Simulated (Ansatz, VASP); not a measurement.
# Two plane-wave programs on BeS

File INCAR:

```
PREC = Accurate ; ENCUT = 520
EDIFF = 1E-6 ; ISMEAR = -1
SIGMA = 0.02 ; LREAL = False
LASPH = True ; NELM = 60
ALGO = Normal ; ISIF = 2
LWAVE = False ; LCHARG = True
GGA = PE ; LELF = True
LVHAR = True ; NBANDS = 11
```

KPOINTS

```
Automatic mesh
0
Gamma
  10 10 10
```

POSCAR

```
BeS
1.0
    0.0000000000      2.4829923550      2.3957901011
    2.4829923550      0.0000000000      2.3957901011
    2.4829923550      2.4829923550      0.0000000000
Be S
1 1
Direct
    0.0000000000      0.0000000000      0.0000000000
    0.2500000000      0.2500000000      0.2500000000
```

Input for Ansatz:

```yaml
crystal:
  lattice:
    - [0.0, 2.482992355, 2.3957901011]
    - [2.482992355, 0.0, 2.3957901011]
    - [2.482992355, 2.482992355, 0.0]
  atoms:
    - { symbol: Be, position: [0.0, 0.0, 0.0] }
    - { symbol: S, position: [0.25, 0.25, 0.25] }
kpoints:
  mp_grid: { grid: [10, 10, 10] }
  band_path:
    path:
      - [0.0, 0.0, 0.0]
      - [-0.5, -0.5, 0.0]
      - [-0.375, -0.375, 0.25]
      - [-0.375, 0.0, 0.375]
      - [0.0, 0.0, 0.5]
      - [-0.5, -0.25, 0.25]
      - [-0.0375, 0.0, 0.0375]
    npoints: 1
hamiltonian:
  xc: pbe
scf:
  occupations: { method: fermi_dirac, width: 0.02 }
  n_extra_bands: 4
output:
  forces: true
  stress: true
  eigenvalues: true
```

Change from the starting cell: epitaxial_xy strain +2.0%.

Alike in both runs: task single point; functional PBE; k mesh 10 × 10 × 10; occupations fermi-dirac, width 0.02 eV; no spin polarisation.

```csv
,VASP,Ansatz
version,VASP 6.6.1,Ansatz 0.2.0
potentials or method,"VASP PAW PBE potentials, release 64 (Be, S)","plane waves, PAW"
plane-wave cutoff (eV),520,420
valence electrons in the cell,8,8
```

|  | VASP | Ansatz | Ansatz less VASP |
| --- | --- | --- | --- |
| gap on the k mesh at the Fermi level (eV) | 2.90 | 2.90 | -0.002 |
| pressure (GPa) | -1.7 | -1.7 | -0.01 |
| traceless stress, the component that is largest in VASP (GPa) | 2.13 | 2.14 | +0.008 |
